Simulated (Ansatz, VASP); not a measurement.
**TePb: VASP beside Ansatz**

File INCAR:

```
SYSTEM = TePb
  PREC = Accurate
  ENCUT = 520
  EDIFF = 1E-6
  ISMEAR = -1
  SIGMA = 0.1
  LREAL = .FALSE.
  LASPH = .TRUE.
  NELM = 100
  ALGO = Normal
  ISIF = 2
  LWAVE = .FALSE.
  LCHARG = .FALSE.
  GGA = PE
  NBANDS = 17
```

File KPOINTS:

```
regular mesh
0
G
  11 11 11
  0 0 0
```

Contents of POSCAR:

```
TePb
1.0
    3.7097295192      0.0000000000      0.0000000000
    0.0000000000      3.7097295192      0.0000000000
    0.0000000000      0.0000000000      3.7097295192
Pb Te
1 1
Direct
    0.0000000000      0.0000000000      0.0000000000
    0.5000000000      0.5000000000      0.5000000000
```

Input for Ansatz:

```yaml
crystal:
  lattice:
    - [3.7097295192, 0.0, 0.0]
    - [0.0, 3.7097295192, 0.0]
    - [0.0, 0.0, 3.7097295192]
  atoms:
    - { symbol: Pb, position: [0.0, 0.0, 0.0] }
    - { symbol: Te, position: [0.5, 0.5, 0.5] }
kpoints:
  mp_grid: { grid: [11, 11, 11] }
scf:
  occupations: { method: fermi_dirac, width: 0.1 }
hamiltonian:
  xc: pbe
  pseudopotentials: { kind: all_electron, lapw: { basis_error: 0.001 } }
output:
  forces: true
  stress: true
  eigenvalues: true
  populations: true
```

Change from the starting cell: volume scaled by 0.8, LAPW.

Alike in both runs: task single point; functional PBE; k mesh 11 × 11 × 11; occupations fermi-dirac, width 0.1 eV; no spin polarisation.

```csv
,VASP,Ansatz
version,VASP 6.6.1,Ansatz 0.2.0
potentials or method,"VASP PAW PBE potentials, release 64 (Pb_d, Te), cutoff 520 eV","all-electron LAPW, scalar-relativistic"
```

```tsv
	VASP	Ansatz	Ansatz less VASP
pressure (GPa)	14.6	14.7	+0.07
```

Ansatz ran all-electron here, and VASP with PAW potentials.

Spin-orbit coupling is off throughout.
